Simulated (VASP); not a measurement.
# MgO (hm.bA) (Fm-3m) in VASP: single point with PBE

Aim: the single point of MgO (hm.bA) with PBE.

All numbers are computed with VASP 6.6.1; they aren't measurements. Logs are shortened: lines on timing, memory, paths and dates and some standing lists are left out, and cuts for length are marked.

## 1. The cell of the first run

Symmetry: Fm-3m, No. 225, cubic system. Conventional cell: a = 4.254 Å, b = 4.254 Å, c = 4.254 Å, α = 90.00°, β = 90.00°, γ = 90.00°. Within 2.8 Å of Mg (site symmetry m-3m) lie 6 O at 2.13 Å. Within 2.8 Å of O (site symmetry m-3m) lie 6 Mg at 2.13 Å.

## 2. Single point, PBE

Input file INCAR:

```
SYSTEM = MgO
ALGO = Normal
EDIFF = 1E-6
ENCUT = 600
GGA = PE
GGA_COMPAT = .FALSE.
ISIF = 2
ISMEAR = 0
LASPH = .TRUE.
LCHARG = .TRUE.
LELF = .TRUE.
LREAL = .FALSE.
LVHAR = .TRUE.
LWAVE = .FALSE.
NBANDS = 11
NELM = 120
PREC = Accurate
SIGMA = 0.02
```

Input file KPOINTS:

```
k-points
0
G
  10 10 10
  0 0 0
```

Input file POSCAR:

```
MgO
1.0
    0.0000000000      2.1272184804      2.1272184804
    2.1272184804      0.0000000000      2.1272184804
    2.1272184804      2.1272184804      0.0000000000
Mg O
1 1
Direct
    0.0000000000      0.0000000000      0.0000000000
    0.5000000000      0.5000000000      0.5000000000
```

Potentials or basis: VASP PAW PBE potentials, release 64 (Mg, O).

The run is started by

```console
$ cat potpaw_PBE.64/Mg/POTCAR potpaw_PBE.64/O/POTCAR > POTCAR
$ mpirun -np 1 vasp_std > vasp.out
```

OUTCAR:

```text
SYSTEM = MgO
   EDIFF = 1E-6
   ENCUT = 600
   GGA = PE
   ISIF = 2
   ISMEAR = 0
   LASPH = .TRUE.
   LREAL = .FALSE.
   NELM = 120
   PREC = Accurate

 ion  position               nearest neighbor table
   1  0.000  0.000  0.000-   2 2.13   2 2.13   2 2.13   2 2.13   2 2.13   2 2.13
   2  0.500  0.500  0.500-   1 2.13   1 2.13   1 2.13   1 2.13   1 2.13   1 2.13

  LATTYP: Found a face centered cubic cell.
 ALAT       =     4.2544369608

  Lattice vectors:

 A1 = (   0.0000000000,   2.1272184804,   2.1272184804)
 A2 = (   2.1272184804,   0.0000000000,   2.1272184804)
 A3 = (   2.1272184804,   2.1272184804,   0.0000000000)

Analysis of symmetry for initial positions (statically):
=====================================================================
 Subroutine PRICEL returns:
 Original cell was already a primitive cell.

 Routine SETGRP: Setting up the symmetry group for a
 face centered cubic supercell.

 Subroutine GETGRP returns: Found 48 space group operations
 (whereof 48 operations were pure point group operations)
 out of a pool of 48 trial point group operations.

The static configuration has the point symmetry O_h .

Analysis of symmetry for dynamics (positions and initial velocities):
=====================================================================
 Subroutine PRICEL returns:
 Original cell was already a primitive cell.

 Routine SETGRP: Setting up the symmetry group for a
 face centered cubic supercell.

 Subroutine GETGRP returns: Found 48 space group operations
 (whereof 48 operations were pure point group operations)
 out of a pool of 48 trial point group operations.

The dynamic configuration has the point symmetry O_h .

 Subroutine INISYM returns: Found 48 space group operations
 (whereof 48 operations are pure point group operations),
 and found     1 'primitive' translations

----------------------------------------------------------------------------------------

                                     Primitive cell

  volume of cell :      19.2516

  direct lattice vectors                    reciprocal lattice vectors
     0.000000000  2.127218480  2.127218480    -0.235048729  0.235048729  0.235048729
     2.127218480  0.000000000  2.127218480     0.235048729 -0.235048729  0.235048729
     2.127218480  2.127218480  0.000000000     0.235048729  0.235048729 -0.235048729

  length of vectors
     3.008341225  3.008341225  3.008341225     0.407116341  0.407116341  0.407116341

  position of ions in fractional coordinates (direct lattice)
     0.000000000  0.000000000  0.000000000
     0.500000000  0.500000000  0.500000000

  ion indices of the primitive-cell ions
   primitive index   ion index
                 1           1
                 2           2

----------------------------------------------------------------------------------------

 KPOINTS: k-points

Automatic generation of k-mesh.
 Grid dimensions read from file:
 generate k-points for:   10   10   10

 Generating k-lattice:

  Cartesian coordinates                     Fractional coordinates (reciprocal lattice)
    -0.023504873  0.023504873  0.023504873     0.100000000  0.000000000  0.000000000
     0.023504873 -0.023504873  0.023504873     0.000000000  0.100000000  0.000000000
     0.023504873  0.023504873 -0.023504873     0.000000000  0.000000000  0.100000000

  Length of vectors
     0.040711634  0.040711634  0.040711634

  Shift w.r.t. Gamma in fractional coordinates (k-lattice)
     0.000000000  0.000000000  0.000000000

 Subroutine IBZKPT returns following result:
 ===========================================

 Found     47 irreducible k-points:

 Following reciprocal coordinates:
            Coordinates               Weight
  0.000000  0.000000  0.000000      1.000000
  0.100000  0.000000  0.000000      8.000000
  0.200000  0.000000  0.000000      8.000000
  0.300000  0.000000  0.000000      8.000000
  0.400000  0.000000  0.000000      8.000000
  0.500000  0.000000  0.000000      4.000000
[... 16 lines left out ...]
  0.300000  0.300000  0.000000      6.000000
  0.400000  0.300000  0.000000     24.000000
 [... further k-points ...]
   k-points           NKPTS =     47   k-points in BZ     NKDIM =     47   number of bands    NBANDS=     11
   number of dos      NEDOS =    301   number of ions     NIONS =      2
   total plane-waves  NPLWV =  13824
   dimension x,y,z NGX =    24 NGY =   24 NGZ =   24
   dimension x,y,z NGXF=    48 NGYF=   48 NGZF=   48
   ions per type =               1   1
   NGX,Y,Z   is equivalent  to a cutoff of  13.26, 13.26, 13.26 a.u.
   NGXF,Y,Z  is equivalent  to a cutoff of  26.53, 26.53, 26.53 a.u.
 SYSTEM =  MgO
   PREC   = accura    normal or accurate (medium, high low for compatibility)
   ISTART =      0    job   : 0-new  1-cont  2-samecut
   ICHARG =      2    charge: 1-file 2-atom 10-const
   ISPIN  =      1    spin polarized calculation?
   LNONCOLLINEAR =      F non collinear calculations
   LSORBIT =      F    spin-orbit coupling
   LASPH  =      T    aspherical Exc in radial PAW
   ENCUT  =  600.0 eV  44.10 Ry    6.64 a.u.   6.01  6.01  6.01*2*pi/ulx,y,z
   NELM   =    120;   NELMIN=  2; NELMDL= -5     # of ELM steps
   EDIFF  = 0.1E-05   stopping-criterion for ELM
   LREAL  =      F    real-space projection
   EDIFFG = 0.1E-04   stopping-criterion for IOM
   NSW    =      0    number of steps for IOM
   IBRION =     -1    ionic relax: 0-MD 1-quasi-New 2-CG
   NFREE  =      0    steps in history (QN), initial steepest desc. (CG)
   ISIF   =      2    stress and relaxation
   ISYM   =      2    0-nonsym 1-usesym 2-fastsym
   POTIM  = 0.5000    time-step for ionic-motion
   TEBEG  =    0.0;   TEEND  =   0.0 temperature during run
   PSTRESS=    0.0 pullay stress
   NELECT =       8.0000    total number of electrons
   NUPDOWN=      -1.0000    fix difference up-down
   EMIN   =  10.00;   EMAX   =-10.00  energy-range for DOS
   EFERMI =   0.00;   METHOD = LEGACY
   ISMEAR =     0;   SIGMA  =   0.02  broadening in eV -4-tet -1-fermi 0-gaus
   EFERMI_NEDOS =   21; number of points for ismear=-14 and -15
   IALGO  =     38    algorithm
   IMIX   =      4    mixing-type and parameters
     AMIX     =   0.40;   BMIX     =  1.00
     AMIX_MAG =   1.60;   BMIX_MAG =  1.00
  volume/ion in A,a.u.               =       9.63        64.96
  Fermi-wavevector in a.u.,A,eV,Ry     =   1.221657  2.308598 20.305968  1.492447
  Thomas-Fermi vector in A             =   2.356832
   LORBIT       =      0    0 simple, 1 ext, 2 COOP (PROOUT), +10 PAW based schemes
   GGA     = PE    functional components
   LHFCALC =     F    Hartree Fock is set to
   AEXX    =    0.0000 exact exchange contribution
   IVDW    =     0    specifies the selected vdW correction
   LEPSILON=     F    determine dielectric tensor
   LRPA    =     F    only Hartree local field effects (RPA)
 non-spin polarized calculation
 Gauss-broadening in eV      SIGMA  =   0.02
  energy-cutoff  :      600.00
  volume of cell :       19.25
 maximum number of plane-waves:       656
   NGX = 13   NGY = 13   NGZ = 13

 number of electron       8.0000004 magnetization

 Free energy of the ion-electron system (eV)
  ---------------------------------------------------
  ext. energy  EPLUGINS =         0.00000000
  ---------------------------------------------------
  free energy    TOTEN  =       -11.91483260 eV

  energy without entropy =      -11.91483260  energy(sigma->0) =      -11.91483260

 E-fermi :   3.1583     XC(G=0): -10.9372

 val. band max:        2.9633880940   @ k =   0.0000   0.0000   0.0000
 cond. band min:       7.4038788359   @ k =   0.0000   0.0000   0.0000
 fundamental gap:      4.4404907419
 Fermi energy:         3.1582665829

 k-point     1 :       0.0000    0.0000    0.0000
  band No.  band energies     occupation
      1     -14.1482      2.00000
      2       2.9634      2.00000
      3       2.9634      2.00000
      4       2.9634      2.00000
      5       7.4039      0.00000
      6      18.5945      0.00000
      7      18.5945      0.00000
      8      18.5945      0.00000
      9      22.4309      0.00000
     10      24.1728      0.00000
     11      24.1728      0.00000

 k-point     2 :       0.1000    0.0000    0.0000
  band No.  band energies     occupation
      1     -14.0480      2.00000
      2       2.3173      2.00000
      3       2.8995      2.00000
      4       2.8995      2.00000
      5       8.0360      0.00000
      6      17.3528      0.00000
      7      18.8231      0.00000
      8      18.8231      0.00000
      9      23.4001      0.00000
     10      23.4001      0.00000
     11      24.0298      0.00000

 k-point     3 :       0.2000    0.0000    0.0000
  band No.  band energies     occupation
      1     -13.7730      2.00000
      2       1.0261      2.00000
      3       2.7370      2.00000
      4       2.7370      2.00000
      5       9.2349      0.00000
      6      15.8314      0.00000
      7      19.2681      0.00000
      8      19.2681      0.00000
      9      22.7013      0.00000
     10      22.7013      0.00000
     11      24.7476      0.00000

 k-point     4 :       0.3000    0.0000    0.0000
  band No.  band energies     occupation
      1     -13.4032      2.00000
      2      -0.2524      2.00000
      3       2.5460      2.00000
      4       2.5460      2.00000
      5      10.1993      0.00000
      6      15.0876      0.00000
      7      19.3292      0.00000
      8      19.3292      0.00000
      9      23.1539      0.00000
     10      23.1539      0.00000
     11      24.1278      0.00000
[... 239 lines left out ...]
 k-point    22 :      -0.2000    0.2000    0.0000
  band No.  band energies     occupation
      1     -13.2929      2.00000
      2      -0.0615      2.00000
      3       1.6751      2.00000
      4       2.5447      2.00000
      5      11.1207      0.00000
      6      14.7054      0.00000
      7      17.7362      0.00000
      8      20.3969      0.00000
      9      21.2180      0.00000
     10      23.9744      0.00000
     11      27.2713      0.00000

 k-point    23 :       0.3000    0.3000    0.0000
  band No.  band energies     occupation
      1     -13.2110      2.00000
      2      -0.1087      2.00000
      3       2.0572      2.00000
      4       2.0572      2.00000
      5      11.5032      0.00000
      6      13.3344      0.00000
      7      17.0650      0.00000
      8      20.5366      0.00000
      9      20.5366      0.00000
     10      26.7726      0.00000
     11      29.7309      0.00000

 k-point    24 :       0.4000    0.3000    0.0000
  band No.  band energies     occupation
      1     -12.9782      2.00000
      2      -0.5145      2.00000
      3       1.7036      2.00000
      4       1.9150      2.00000
      5      12.2429      0.00000
      6      13.0467      0.00000
      7      16.2485      0.00000
      8      20.7494      0.00000
      9      20.9507      0.00000
     10      27.4833      0.00000
     11      29.3429      0.00000

 [... further k-points ...]
[... 5 lines left out ...]
  --------------------------------------------------------------------------------------
  -------------------------------------------------------------------------------------
  Total       -0.1320653     -0.1320653     -0.1320653     -0.0000000      0.0000000     -0.0000000
  in kB      -10.9908927    -10.9908927    -10.9908927     -0.0000000      0.0000000     -0.0000000
  external PRESSURE =     -10.9908927 kB  Pullay stress =       0.0000000 kB

 VOLUME and BASIS-vectors are now :
 -----------------------------------------------------------------------------
  energy-cutoff  :      600.00
  volume of cell :       19.25
      direct lattice vectors                 reciprocal lattice vectors
     0.000000000  2.127218480  2.127218480    -0.235048729  0.235048729  0.235048729
     2.127218480  0.000000000  2.127218480     0.235048729 -0.235048729  0.235048729
     2.127218480  2.127218480  0.000000000     0.235048729  0.235048729 -0.235048729

 POSITION                                       TOTAL-FORCE (eV/Angst)
 -----------------------------------------------------------------------------------
      0.00000      0.00000      0.00000        -0.000000      0.000000      0.000000
      2.12722      2.12722      2.12722         0.000000     -0.000000      0.000000
 -----------------------------------------------------------------------------------
    total drift:                               -0.000000     -0.000000      0.000000

  FREE ENERGIE OF THE ION-ELECTRON SYSTEM (eV)
  ---------------------------------------------------
  free  energy   TOTEN  =       -11.9148326036 eV

  energy  without entropy=      -11.9148326036  energy(sigma->0) =      -11.91483260
```

It took 8.6 s on 1 thread of AMD EPYC 7R43 (Zen 3), shared host; peak memory 0.11 GiB.

What came out:

| Property | Result |
| --- | --- |
| Free energy | -11.9148 eV |
| Pressure | -1.1 GPa |
| Band gap on the k mesh | 4.44 eV, direct |

A hybrid or GW would open this gap; PBE tends to underestimate it.
